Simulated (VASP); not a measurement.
# HgTe (R3m) in VASP: notebook

HgTe is run at these levels: r2SCAN; tasks: single point.

All numbers are computed with VASP 6.6.1; they aren't measurements. Logs are shortened: lines on timing, memory, paths and dates and some standing lists are left out, and cuts for length are marked.

## Step 1: The cell of the first run

Symmetry: R3m, No. 160, trigonal system. Conventional cell: a = 4.698 Å, b = 4.698 Å, c = 11.294 Å, α = 90.00°, β = 90.00°, γ = 120.00°. Hg (site symmetry 3m) has 4 Te at 2.85 to 2.86 Å within 3.8 Å. Te (site symmetry 3m) has 4 Hg at 2.85 to 2.86 Å within 3.8 Å.

## Step 2: Single point, r2SCAN (epitaxial 111 strain +1.0%)

Input file POSCAR:

```
HgTe
1.0
   -0.0410837031      3.2809657621      3.2809657621
    3.2809657621     -0.0410837031      3.2809657621
    3.2809657621      3.2809657621     -0.0410837031
Hg Te
1 1
Direct
   -0.0012492632     -0.0012492632     -0.0012492632
    0.2512492632      0.2512492632      0.2512492632
```

Input file INCAR.step1:

```
PREC = Accurate
ENCUT = 520
ISMEAR = -1
SIGMA = 0.02
LREAL = False
LASPH = True
NELM = 80
NBANDS = 16
GGA = PE
ALGO = Normal
EDIFF = 1E-4
LWAVE = True
LCHARG = False
```

Input file INCAR.step2:

```
PREC = Accurate
ENCUT = 520
EDIFF = 1E-6
ISMEAR = -1
SIGMA = 0.02
LREAL = False
LASPH = True
NELM = 80
ALGO = Normal
ISIF = 2
LWAVE = False
LCHARG = False
METAGGA = R2SCAN
LMIXTAU = True
NBANDS = 16
ISTART = 1
```

Input file KPOINTS:

```
regular mesh
0
Gamma
  6 6 6
```

Potentials or basis: VASP PAW PBE potentials, release 64 (Hg, Te).

The run is started by

```
cat potpaw_PBE.64/Hg/POTCAR potpaw_PBE.64/Te/POTCAR > POTCAR
cp INCAR.step1 INCAR
mpirun -np 1 vasp_std > vasp.out
cp INCAR.step2 INCAR
mpirun -np 1 vasp_std > vasp.out
```

OUTCAR:

```text
PREC = Accurate
   ENCUT = 520
   EDIFF = 1E-6
   ISMEAR = -1
   LREAL = False
   LASPH = True
   NELM = 80
   ISIF = 2
   METAGGA = R2SCAN
   ISTART = 1

 ion  position               nearest neighbor table
   1  0.999  0.999  0.999-   2 2.85   2 2.86   2 2.86   2 2.86
   2  0.251  0.251  0.251-   1 2.85   1 2.86   1 2.86   1 2.86

  LATTYP: Found a trigonal (rhomboedric) cell.
 ALAT       =     4.6401681580
 COS(alpha) =     0.4874399533

  Lattice vectors:

 A1 = (  -0.0410837031,   3.2809657621,   3.2809657621)
 A2 = (   3.2809657621,  -0.0410837031,   3.2809657621)
 A3 = (   3.2809657621,   3.2809657621,  -0.0410837031)

Analysis of symmetry for initial positions (statically):
=====================================================================
 Subroutine PRICEL returns:
 Original cell was already a primitive cell.

 Routine SETGRP: Setting up the symmetry group for a
 trigonal (rhombohedral) supercell.

 Subroutine GETGRP returns: Found  6 space group operations
 (whereof  6 operations were pure point group operations)
 out of a pool of 12 trial point group operations.

The static configuration has the point symmetry C_3v.

Analysis of symmetry for dynamics (positions and initial velocities):
=====================================================================
 Subroutine PRICEL returns:
 Original cell was already a primitive cell.

 Routine SETGRP: Setting up the symmetry group for a
 trigonal (rhombohedral) supercell.

 Subroutine GETGRP returns: Found  6 space group operations
 (whereof  6 operations were pure point group operations)
 out of a pool of 12 trial point group operations.

The dynamic configuration has the point symmetry C_3v.

 Subroutine INISYM returns: Found  6 space group operations
 (whereof  6 operations are pure point group operations),
 and found     1 'primitive' translations

----------------------------------------------------------------------------------------

                                     Primitive cell

  volume of cell :      71.9642

  direct lattice vectors                    reciprocal lattice vectors
    -0.041083703  3.280965762  3.280965762    -0.149561234  0.151457763  0.151457763
     3.280965762 -0.041083703  3.280965762     0.151457763 -0.149561234  0.151457763
     3.280965762  3.280965762 -0.041083703     0.151457763  0.151457763 -0.149561234

  length of vectors
     4.640168158  4.640168158  4.640168158     0.261242169  0.261242169  0.261242169

  position of ions in fractional coordinates (direct lattice)
     0.998750737  0.998750737  0.998750737
     0.251249263  0.251249263  0.251249263

  ion indices of the primitive-cell ions
   primitive index   ion index
                 1           1
                 2           2

----------------------------------------------------------------------------------------

 KPOINTS: regular mesh

Automatic generation of k-mesh.
 Grid dimensions read from file:
 generate k-points for:    6    6    6

 Generating k-lattice:

  Cartesian coordinates                     Fractional coordinates (reciprocal lattice)
    -0.024926872  0.025242961  0.025242961     0.166666667 -0.000000000 -0.000000000
     0.025242961 -0.024926872  0.025242961    -0.000000000  0.166666667 -0.000000000
     0.025242961  0.025242961 -0.024926872    -0.000000000 -0.000000000  0.166666667

  Length of vectors
     0.043540362  0.043540362  0.043540362

  Shift w.r.t. Gamma in fractional coordinates (k-lattice)
     0.000000000  0.000000000  0.000000000

 Subroutine IBZKPT returns following result:
 ===========================================

 Found     32 irreducible k-points:

 Following reciprocal coordinates:
            Coordinates               Weight
  0.000000  0.000000  0.000000      1.000000
  0.166667  0.000000  0.000000      6.000000
  0.333333  0.000000 -0.000000      6.000000
  0.500000 -0.000000 -0.000000      3.000000
  0.166667  0.166667  0.000000      6.000000
  0.333333  0.166667  0.000000     12.000000
[... 16 lines left out ...]
  0.500000  0.500000  0.166667      6.000000
 -0.333333  0.500000  0.166667     12.000000
 [... further k-points ...]
   k-points           NKPTS =     32   k-points in BZ     NKDIM =     32   number of bands    NBANDS=     16
   number of dos      NEDOS =    301   number of ions     NIONS =      2
   total plane-waves  NPLWV =  46656
   dimension x,y,z NGX =    36 NGY =   36 NGZ =   36
   dimension x,y,z NGXF=    72 NGYF=   72 NGZF=   72
   ions per type =               1   1
   NGX,Y,Z   is equivalent  to a cutoff of  12.90, 12.90, 12.90 a.u.
   NGXF,Y,Z  is equivalent  to a cutoff of  25.80, 25.80, 25.80 a.u.
 SYSTEM =  unknown system
   PREC   = accura    normal or accurate (medium, high low for compatibility)
   ISTART =      1    job   : 0-new  1-cont  2-samecut
   ICHARG =      0    charge: 1-file 2-atom 10-const
   ISPIN  =      1    spin polarized calculation?
   LNONCOLLINEAR =      F non collinear calculations
   LSORBIT =      F    spin-orbit coupling
   LASPH  =      T    aspherical Exc in radial PAW
   ENCUT  =  520.0 eV  38.22 Ry    6.18 a.u.   8.63  8.63  8.63*2*pi/ulx,y,z
   NELM   =     80;   NELMIN=  2; NELMDL=  0     # of ELM steps
   EDIFF  = 0.1E-05   stopping-criterion for ELM
   LREAL  =      F    real-space projection
[... 7 lines left out ...]
   TEBEG  =    0.0;   TEEND  =   0.0 temperature during run
   PSTRESS=    0.0 pullay stress
   NELECT =      18.0000    total number of electrons
   NUPDOWN=      -1.0000    fix difference up-down
   EMIN   =  10.00;   EMAX   =-10.00  energy-range for DOS
   EFERMI =   0.00;   METHOD = LEGACY
   ISMEAR =    -1;   SIGMA  =   0.02  broadening in eV -4-tet -1-fermi 0-gaus
   EFERMI_NEDOS =   21; number of points for ismear=-14 and -15
   IALGO  =     38    algorithm
   IMIX   =      4    mixing-type and parameters
     AMIX     =   0.40;   BMIX     =  1.00
     AMIX_MAG =   1.60;   BMIX_MAG =  1.00
  volume/ion in A,a.u.               =      35.98       242.82
  Fermi-wavevector in a.u.,A,eV,Ry     =   1.031479  1.949212 14.475894  1.063948
  Thomas-Fermi vector in A             =   2.165629
   LORBIT       =      0    0 simple, 1 ext, 2 COOP (PROOUT), +10 PAW based schemes
   METAGGA = R2SCAN    functional components
   LHFCALC =     F    Hartree Fock is set to
   AEXX    =    0.0000 exact exchange contribution
   IVDW    =     0    specifies the selected vdW correction
   LEPSILON=     F    determine dielectric tensor
   LRPA    =     F    only Hartree local field effects (RPA)
 non-spin polarized calculation
  energy-cutoff  :      520.00
  volume of cell :       71.96
 maximum number of plane-waves:      1951
 NGX is ok and might be reduce to    36
   NGX = 17   NGY = 17   NGZ = 17

 number of electron      17.9999999 magnetization

 Free energy of the ion-electron system (eV)
  ---------------------------------------------------
  ext. energy  EPLUGINS =         0.00000000
  ---------------------------------------------------
  free energy    TOTEN  =       -75.15140268 eV

  energy without entropy =      -75.15120152  energy(sigma->0) =      -75.15130210

 E-fermi :   2.2323     XC(G=0):  -9.0114

 val. band max:        2.1863175356   @ k =   0.0000   0.0000   0.0000
 cond. band min:       2.2623012009   @ k =   0.0000   0.0000   0.0000
 fundamental gap:      0.0759836654
 Fermi energy:         2.2323015220

 k-point     1 :       0.0000    0.0000    0.0000
  band No.  band energies     occupation
      1      -9.7384      2.00000
      2      -5.0735      2.00000
      3      -5.0735      2.00000
      4      -5.0653      2.00000
      5      -4.5777      2.00000
      6      -4.5777      2.00000
[... 8 lines left out ...]
     15      12.1596      0.00000
     16      12.1596      0.00000

 k-point     2 :       0.1667    0.0000    0.0000
  band No.  band energies     occupation
      1      -9.6172      2.00000
      2      -5.0396      2.00000
      3      -5.0356      2.00000
      4      -5.0073      2.00000
      5      -4.5805      2.00000
      6      -4.5787      2.00000
[... 8 lines left out ...]
     15      11.1834      0.00000
     16      11.2855      0.00000

 k-point     3 :       0.3333    0.0000   -0.0000
  band No.  band energies     occupation
      1      -9.3582      2.00000
      2      -4.9790      2.00000
      3      -4.9786      2.00000
      4      -4.7198      2.00000
      5      -4.5751      2.00000
      6      -4.5687      2.00000
[... 8 lines left out ...]
     15      11.4242      0.00000
     16      11.6433      0.00000

 k-point     4 :       0.5000   -0.0000   -0.0000
  band No.  band energies     occupation
      1      -9.2199      2.00000
      2      -4.9565      2.00000
      3      -4.9534      2.00000
      4      -4.5647      2.00000
      5      -4.5568      2.00000
      6      -4.3045      2.00000
[... 8 lines left out ...]
     15      12.5528      0.00000
     16      12.8008      0.00000

 k-point     5 :       0.1667    0.1667    0.0000
  band No.  band energies     occupation
      1      -9.5748      2.00000
      2      -5.0344      2.00000
      3      -5.0053      2.00000
      4      -5.0010      2.00000
      5      -4.5970      2.00000
      6      -4.5637      2.00000
[... 8 lines left out ...]
     15      11.0125      0.00000
     16      12.3170      0.00000

 k-point     6 :       0.3333    0.1667    0.0000
  band No.  band energies     occupation
      1      -9.3585      2.00000
      2      -4.9761      2.00000
      3      -4.9365      2.00000
      4      -4.8357      2.00000
      5      -4.5812      2.00000
      6      -4.5518      2.00000
[... 8 lines left out ...]
     15      11.9662      0.00000
     16      12.3886      0.00000
[... 267 lines left out ...]
 k-point    21 :      -0.3333    0.3333    0.1667
  band No.  band energies     occupation
      1      -9.0820      2.00000
      2      -4.8850      2.00000
      3      -4.8564      2.00000
      4      -4.6205      2.00000
      5      -4.5826      2.00000
      6      -4.1510      2.00000
[... 8 lines left out ...]
     15      12.8939      0.00000
     16      13.4862      0.00000

 k-point    22 :      -0.1667    0.3333    0.1667
  band No.  band energies     occupation
      1      -9.1787      2.00000
      2      -4.9086      2.00000
      3      -4.8813      2.00000
      4      -4.7002      2.00000
      5      -4.5562      2.00000
      6      -4.4355      2.00000
[... 8 lines left out ...]
     15      12.7891      0.00000
     16      13.6251      0.00000

 k-point    23 :       0.5000    0.5000    0.1667
  band No.  band energies     occupation
      1      -9.0777      2.00000
      2      -4.8812      2.00000
      3      -4.8085      2.00000
      4      -4.7348      2.00000
      5      -4.5356      2.00000
      6      -4.2458      2.00000
[... 8 lines left out ...]
     15      13.1217      0.00000
     16      13.9522      0.00000

 k-point    24 :      -0.3333    0.5000    0.1667
  band No.  band energies     occupation
      1      -9.0340      2.00000
      2      -4.8561      2.00000
      3      -4.8101      2.00000
      4      -4.6832      2.00000
      5      -4.5597      2.00000
      6      -4.0608      2.00000
[... 8 lines left out ...]
     15      13.3982      0.00000
     16      13.7925      0.00000

 [... further k-points ...]
[... 5 lines left out ...]
  --------------------------------------------------------------------------------------
  -------------------------------------------------------------------------------------
  Total       -0.1889100     -0.1889100     -0.1889100      0.1071769      0.1071769      0.1071769
  in kB       -4.2058056     -4.2058056     -4.2058056      2.3861385      2.3861385      2.3861385
  external PRESSURE =      -4.2058056 kB  Pullay stress =       0.0000000 kB

 VOLUME and BASIS-vectors are now :
 -----------------------------------------------------------------------------
  energy-cutoff  :      520.00
  volume of cell :       71.96
      direct lattice vectors                 reciprocal lattice vectors
    -0.041083703  3.280965762  3.280965762    -0.149561234  0.151457763  0.151457763
     3.280965762 -0.041083703  3.280965762     0.151457763 -0.149561234  0.151457763
     3.280965762  3.280965762 -0.041083703     0.151457763  0.151457763 -0.149561234

 POSITION                                       TOTAL-FORCE (eV/Angst)
 -----------------------------------------------------------------------------------
      6.51270      6.51270      6.51270        -0.002508     -0.002508     -0.002508
      1.63836      1.63836      1.63836         0.002508      0.002508      0.002508
 -----------------------------------------------------------------------------------
    total drift:                                0.000255      0.000255      0.000255

  FREE ENERGIE OF THE ION-ELECTRON SYSTEM (eV)
  ---------------------------------------------------
  free  energy   TOTEN  =       -75.1514026781 eV

  energy  without entropy=      -75.1512015200  energy(sigma->0) =      -75.15130210
```

It took 76 s on 1 thread of AMD EPYC 9R45 (Zen 5), shared host; peak memory 0.2 GiB.

What came out:

| Property | Result |
| --- | --- |
| Free energy | -75.1514 eV |
| Pressure | -0.4 GPa |
| Largest force | 0.004 eV/Å |
| Band gap on the k mesh | 0.08 eV |

Forces on the atoms (eV/Å):
```
Hg  -0.003 -0.003 -0.003
Te   0.003  0.003  0.003
```

Caveat: the cell differs from its parent crystal (epitaxial 111 strain +1.0%); the PAW data sets were made with another functional, which shifts forces and pressure a little; spin-orbit coupling is left out, which moves the levels of the heavy elements.

(Part 1 of 2 ends here.)
